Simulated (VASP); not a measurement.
# W3F in VASP: relaxation of the atoms with LDA

Aim: the relaxation of the atoms of W3F with LDA.

Everything below comes from runs of VASP 6.6.1. Logs are shortened: lines on timing, memory, paths and dates and some standing lists are left out, and cuts for length are marked.

### Step 1. The cell of the first run

The cell holds a slab with vacuum, 4 atoms: a = 2.809 Å, b = 2.809 Å, c = 19.356 Å, α = 90.00°, β = 90.00°, γ = 90.00°.

### Step 2. Relaxation of the atoms, LDA

INCAR reads:

```
SYSTEM = W3F
PREC = Accurate
ENCUT = 520
EDIFF = 1E-7
ISMEAR = 0
SIGMA = 0.1
LREAL = .FALSE.
LASPH = .TRUE.
NELM = 120
ALGO = Normal
ISIF = 2
LWAVE = .FALSE.
LCHARG = .FALSE.
LDIPOL = .TRUE.
IDIPOL = 3
DIPOL = 0.5 0.5 0.349
IBRION = 2
NSW = 36
EDIFFG = -0.025
GGA_COMPAT = .FALSE.
NELMIN = 4
NELMDL = -8
```

KPOINTS reads:

```
Automatic mesh
0
G
  9 9 1
  0 0 0
```

POSCAR reads:

```
W3F
1.0
    2.8090103839      0.0000000000      0.0000000000
    0.0000000000      2.8090103839      0.0000000000
    0.0000000000      0.0000000000     19.3563923807
W F
3 1
Selective dynamics
Direct
    0.5000000000      0.5000000000      0.2066500782  F F F
    0.0000000000      0.0000000000      0.3062611925  F F F
    0.5000000000      0.5000000000      0.4058810250  F F F
    0.5000000000      1.0000000000      0.4764862126  F F T
```

Potentials or basis: VASP PAW LDA potentials, release 64 (W_sv, F).

The run is started by

```bash
$ cat potpaw_LDA.64/W_sv/POTCAR potpaw_LDA.64/F/POTCAR > POTCAR
$ mpirun -np 1 vasp_std > vasp.out
```

OUTCAR:

```text
SYSTEM = W3F
   PREC = Accurate
   ENCUT = 520
   EDIFF = 1E-7
   ISMEAR = 0
   LREAL = .FALSE.
   LASPH = .TRUE.
   NELM = 120
   ISIF = 2
   IBRION = 2
   NSW = 36
   EDIFFG = -0.025
   NELMIN = 4
   NELMDL = -8

 ion  position               nearest neighbor table
   1  0.500  0.500  0.207-   2 2.77   2 2.77   2 2.77   2 2.77
   2  0.000  0.000  0.306-   1 2.77   1 2.77   1 2.77   1 2.77   3 2.77   3 2.77   3 2.77   3 2.77

   3  0.500  0.500  0.406-   4 1.96   4 1.96   2 2.77   2 2.77   2 2.77   2 2.77
   4  0.500  0.000  0.476-   3 1.96   3 1.96

  LATTYP: Found a simple tetragonal cell.
 ALAT       =     2.8090103839
 C/A-ratio  =     6.8908226512

  Lattice vectors:

 A1 = (   2.8090103839,   0.0000000000,   0.0000000000)
 A2 = (   0.0000000000,   2.8090103839,   0.0000000000)
 A3 = (   0.0000000000,   0.0000000000,  19.3563923807)

Analysis of symmetry for initial positions (statically):
=====================================================================
 Subroutine PRICEL returns:
 Original cell was already a primitive cell.

 Routine SETGRP: Setting up the symmetry group for a
 simple tetragonal supercell.

 Subroutine GETGRP returns: Found  4 space group operations
 (whereof  4 operations were pure point group operations)
 out of a pool of 16 trial point group operations.

The static configuration has the point symmetry C_2v.

Analysis of symmetry for dynamics (positions and initial velocities):
=====================================================================
 Subroutine PRICEL returns:
 Original cell was already a primitive cell.

 Routine SETGRP: Setting up the symmetry group for a
 simple tetragonal supercell.

 Subroutine GETGRP returns: Found  4 space group operations
 (whereof  4 operations were pure point group operations)
 out of a pool of 16 trial point group operations.

The dynamic configuration has the point symmetry C_2v.

Analysis of constrained symmetry for selective dynamics:
=====================================================================
 Subroutine PRICEL returns:
 Original cell was already a primitive cell.

 Routine SETGRP: Setting up the symmetry group for a
 simple tetragonal supercell.

 Subroutine GETGRP returns: Found  4 space group operations
 (whereof  4 operations were pure point group operations)
 out of a pool of 16 trial point group operations.

The constrained configuration has the point symmetry C_2v.

 Subroutine INISYM returns: Found  4 space group operations
 (whereof  4 operations are pure point group operations),
 and found     1 'primitive' translations

----------------------------------------------------------------------------------------

                                     Primitive cell

  volume of cell :     152.7324

  direct lattice vectors                    reciprocal lattice vectors
     2.809010384  0.000000000  0.000000000     0.355997260  0.000000000  0.000000000
     0.000000000  2.809010384  0.000000000     0.000000000  0.355997260  0.000000000
     0.000000000  0.000000000 19.356392381     0.000000000  0.000000000  0.051662520

  length of vectors
     2.809010384  2.809010384 19.356392381     0.355997260  0.355997260  0.051662520

  position of ions in fractional coordinates (direct lattice)
     0.500000000  0.500000000  0.206650078
     0.000000000  0.000000000  0.306261193
     0.500000000  0.500000000  0.405881025
     0.500000000  0.000000000  0.476486213

  ion indices of the primitive-cell ions
   primitive index   ion index
                 1           1
                 2           2
                 3           3
                 4           4

----------------------------------------------------------------------------------------

 KPOINTS: Automatic mesh

Automatic generation of k-mesh.
 Grid dimensions read from file:
 generate k-points for:    9    9    1

 Generating k-lattice:

  Cartesian coordinates                     Fractional coordinates (reciprocal lattice)
     0.039555251  0.000000000  0.000000000     0.111111111  0.000000000  0.000000000
     0.000000000  0.039555251  0.000000000     0.000000000  0.111111111  0.000000000
     0.000000000  0.000000000  0.051662520     0.000000000  0.000000000  1.000000000

  Length of vectors
     0.039555251  0.039555251  0.051662520

  Shift w.r.t. Gamma in fractional coordinates (k-lattice)
     0.000000000  0.000000000  0.000000000

 Subroutine IBZKPT returns following result:
 ===========================================

 Found     25 irreducible k-points:

 Following reciprocal coordinates:
            Coordinates               Weight
  0.000000  0.000000  0.000000      1.000000
  0.111111  0.000000  0.000000      2.000000
  0.000000  0.111111  0.000000      2.000000
  0.222222  0.000000  0.000000      2.000000
  0.000000  0.222222  0.000000      2.000000
  0.333333  0.000000  0.000000      2.000000
[... 16 lines left out ...]
  0.444444  0.333333  0.000000      4.000000
 -0.333333  0.444444  0.000000      4.000000
   k-points           NKPTS =     25   k-points in BZ     NKDIM =     25   number of bands    NBANDS=     29
   number of dos      NEDOS =    301   number of ions     NIONS =      4
   total plane-waves  NPLWV =  82944
   dimension x,y,z NGX =    24 NGY =   24 NGZ =  144
   dimension x,y,z NGXF=    48 NGYF=   48 NGZF=  288
   ions per type =               3   1
   NGX,Y,Z   is equivalent  to a cutoff of  14.20, 14.20, 12.37 a.u.
   NGXF,Y,Z  is equivalent  to a cutoff of  28.41, 28.41, 24.74 a.u.
 SYSTEM =  W3F
   PREC   = accura    normal or accurate (medium, high low for compatibility)
   ISTART =      0    job   : 0-new  1-cont  2-samecut
   ICHARG =      2    charge: 1-file 2-atom 10-const
   ISPIN  =      1    spin polarized calculation?
   LNONCOLLINEAR =      F non collinear calculations
   LSORBIT =      F    spin-orbit coupling
   LASPH  =      T    aspherical Exc in radial PAW
   ENCUT  =  520.0 eV  38.22 Ry    6.18 a.u.   5.22  5.22 35.99*2*pi/ulx,y,z
   NELM   =    120;   NELMIN=  4; NELMDL= -8     # of ELM steps
   EDIFF  = 0.1E-06   stopping-criterion for ELM
   LREAL  =      F    real-space projection
   EDIFFG = -.3E-01   stopping-criterion for IOM
   NSW    =     36    number of steps for IOM
   IBRION =      2    ionic relax: 0-MD 1-quasi-New 2-CG
   NFREE  =      1    steps in history (QN), initial steepest desc. (CG)
   ISIF   =      2    stress and relaxation
   ISYM   =      2    0-nonsym 1-usesym 2-fastsym
   POTIM  = 0.5000    time-step for ionic-motion
   TEBEG  =    0.0;   TEEND  =   0.0 temperature during run
   PSTRESS=    0.0 pullay stress
   NELECT =      49.0000    total number of electrons
   NUPDOWN=      -1.0000    fix difference up-down
   EMIN   =  10.00;   EMAX   =-10.00  energy-range for DOS
   EFERMI =   0.00;   METHOD = LEGACY
   ISMEAR =     0;   SIGMA  =   0.10  broadening in eV -4-tet -1-fermi 0-gaus
   EFERMI_NEDOS =   21; number of points for ismear=-14 and -15
   IALGO  =     38    algorithm
   IMIX   =      4    mixing-type and parameters
     AMIX     =   0.40;   BMIX     =  1.00
     AMIX_MAG =   1.60;   BMIX_MAG =  1.00
  volume/ion in A,a.u.               =      38.18       257.67
  Fermi-wavevector in a.u.,A,eV,Ry     =   1.120718  2.117851 17.089049  1.256010
  Thomas-Fermi vector in A             =   2.257367
   LORBIT       =      0    0 simple, 1 ext, 2 COOP (PROOUT), +10 PAW based schemes
   GGA     = CA    functional components
   LHFCALC =     F    Hartree Fock is set to
   AEXX    =    0.0000 exact exchange contribution
   IVDW    =     0    specifies the selected vdW correction
   LEPSILON=     F    determine dielectric tensor
   LRPA    =     F    only Hartree local field effects (RPA)
 conjugate gradient relaxation of ions
 non-spin polarized calculation
 Gauss-broadening in eV      SIGMA  =   0.10
  energy-cutoff  :      520.00
  volume of cell :      152.73
 maximum number of plane-waves:      4159
 NGX is ok and might be reduce to    24
   NGX = 11   NGY = 11   NGZ = 71

--------------------------------------- Ionic step        1  -------------------------------------------

 number of electron      49.0000015 magnetization

 Free energy of the ion-electron system (eV)
  ---------------------------------------------------
  ext. energy  EPLUGINS =         0.00000000
  ---------------------------------------------------
  free energy    TOTEN  =       -43.78326103 eV

  energy without entropy =      -43.75990276  energy(sigma->0) =      -43.77158189

------------------------ aborting loop because EDIFF is reached ----------------------------------------

 vacuum level on the upper side and lower side of the slab       (xc-potential included)        -0.167        -0.113

  FORCE on cell =-STRESS in cart. coord.  units (eV):
  Direction    XX          YY          ZZ          XY          YZ          ZX
  --------------------------------------------------------------------------------------
  -------------------------------------------------------------------------------------
  Total       -1.1045941     -2.7012513      4.8360486      0.0000000      0.0000000      0.0000000
  in kB      -11.5872981    -28.3363862     50.7306158      0.0000000      0.0000000      0.0000000
  external PRESSURE =       3.6023105 kB  Pullay stress =       0.0000000 kB

 VOLUME and BASIS-vectors are now :
 -----------------------------------------------------------------------------
  energy-cutoff  :      520.00
  volume of cell :      152.73
      direct lattice vectors                 reciprocal lattice vectors
     2.809010384  0.000000000  0.000000000     0.355997260  0.000000000  0.000000000
     0.000000000  2.809010384  0.000000000     0.000000000  0.355997260  0.000000000
     0.000000000  0.000000000 19.356392381     0.000000000  0.000000000  0.051662520
[... 10 lines left out ...]
  FREE ENERGIE OF THE ION-ELECTRON SYSTEM (eV)
  ---------------------------------------------------
  free  energy   TOTEN  =       -43.7832610276 eV

  energy  without entropy=      -43.7599027570  energy(sigma->0) =      -43.77158189

 dipolmoment           0.000000      0.000000     -0.022476 electrons x Angstroem

--------------------------------------- Ionic step        2  -------------------------------------------

 number of electron      49.0000017 magnetization

------------------------ aborting loop because EDIFF is reached ----------------------------------------

  FORCE on cell =-STRESS in cart. coord.  units (eV):
  Direction    XX          YY          ZZ          XY          YZ          ZX
  --------------------------------------------------------------------------------------
  -------------------------------------------------------------------------------------
  Total       -1.4541183     -6.4801876     -0.1995703      0.0000000      0.0000000      0.0000000
  in kB      -15.2538406    -67.9777919     -2.0935120      0.0000000      0.0000000      0.0000000
  external PRESSURE =     -28.4417148 kB  Pullay stress =       0.0000000 kB
[... 23 lines left out ...]
  energy  without entropy=      -43.9886763331  energy(sigma->0) =      -44.00130952

--------------------------------------- Ionic step        3  -------------------------------------------

 number of electron      49.0000016 magnetization

 dipolmoment           0.000000      0.000000      0.042101 electrons x Angstroem

 Free energy of the ion-electron system (eV)
  ---------------------------------------------------
  ext. energy  EPLUGINS =         0.00000000
  ---------------------------------------------------
  free energy    TOTEN  =       -44.01542422 eV

  energy without entropy =      -43.99020242  energy(sigma->0) =      -44.00281332

 E-fermi :   0.2686     XC(G=0):  -5.8295

 val. band max:        0.2682217305   @ k =   0.2222   0.0000   0.0000
 cond. band min:       0.2707699478   @ k =   0.0000   0.0000   0.0000
 fundamental gap:      0.0025482173
 Fermi energy:         0.2686388897

 k-point     1 :       0.0000    0.0000    0.0000
  band No.  band energies     occupation
      1     -73.6178      2.00000
      2     -73.0290      2.00000
      3     -72.7201      2.00000
      4     -38.4321      2.00000
      5     -37.8252      2.00000
      6     -37.7912      2.00000
[... 757 lines left out ...]
     28       3.3527      0.00000
     29       3.8030      0.00000

 [... further k-points ...]

------------------------ aborting loop because EDIFF is reached ----------------------------------------

 vacuum level on the upper side and lower side of the slab       (xc-potential included)         0.334        -0.622

  FORCE on cell =-STRESS in cart. coord.  units (eV):
  Direction    XX          YY          ZZ          XY          YZ          ZX
  --------------------------------------------------------------------------------------
  -------------------------------------------------------------------------------------
  Total       -1.4223211     -6.2850303      0.1695834      0.0000000      0.0000000      0.0000000
  in kB      -14.9202855    -65.9305731      1.7789457      0.0000000      0.0000000      0.0000000
  external PRESSURE =     -26.3573043 kB  Pullay stress =       0.0000000 kB

 VOLUME and BASIS-vectors are now :
 -----------------------------------------------------------------------------
  energy-cutoff  :      520.00
  volume of cell :      152.73
      direct lattice vectors                 reciprocal lattice vectors
     2.809010384  0.000000000  0.000000000     0.355997260  0.000000000  0.000000000
     0.000000000  2.809010384  0.000000000     0.000000000  0.355997260  0.000000000
     0.000000000  0.000000000 19.356392381     0.000000000  0.000000000  0.051662520
[... 10 lines left out ...]
  FREE ENERGIE OF THE ION-ELECTRON SYSTEM (eV)
  ---------------------------------------------------
  free  energy   TOTEN  =       -44.0154242155 eV

  energy  without entropy=      -43.9902024193  energy(sigma->0) =      -44.00281332

 reached required accuracy - stopping structural energy minimisation

 vacuum level on the upper side and lower side of the slab         5.990         5.000
```

It took 5 min on 1 thread of Intel Xeon 8259CL, shared host; peak memory 0.25 GiB.

What came out:

* Free energy: -44.0154 eV
* Energy gained by relaxing: 58.0 meV/atom
* Ionic steps: 3
* Band gap on the k mesh: zero (an odd number of electrons rules out a gap without spin polarisation)

The path:
| step | energy change (eV) | largest force on free atoms (eV/Å) | pressure (GPa) |
| --- | --- | --- | --- |
| 1 | 0.0000 | 3.3399 | 0.36 |
| 2 | -0.2307 | 0.2307 | -2.84 |
| 3 | -0.2322 | 0.0015 | -2.64 |

Final structure:
```cif
data_structure
_symmetry_space_group_name_H-M 'P 1'
_symmetry_Int_Tables_number 1
_cell_length_a 2.8090
_cell_length_b 2.8090
_cell_length_c 19.3564
_cell_angle_alpha 90.000
_cell_angle_beta 90.000
_cell_angle_gamma 90.000
_cell_volume 152.73
loop_
_atom_site_label
_atom_site_type_symbol
_atom_site_fract_x
_atom_site_fract_y
_atom_site_fract_z
_atom_site_occupancy
W1 W 0.50000 0.50000 0.20665 1
W2 W 0.00000 0.00000 0.30626 1
W3 W 0.50000 0.50000 0.40588 1
F1 F 0.50000 0.00000 0.48415 1
```

Levels at points of the mesh, in eV from the Fermi level:
| k point | band 23 | band 24 | band 25 | band 26 | band 27 | band 28 |
| --- | --- | --- | --- | --- | --- | --- |
| (0.00, 0.00, 0.00) | -0.85 | -0.13 | 0.00 | 1.11 | 1.86 | 1.93 |

Caveat: spin-orbit coupling is left out, which moves the levels of the heavy elements.
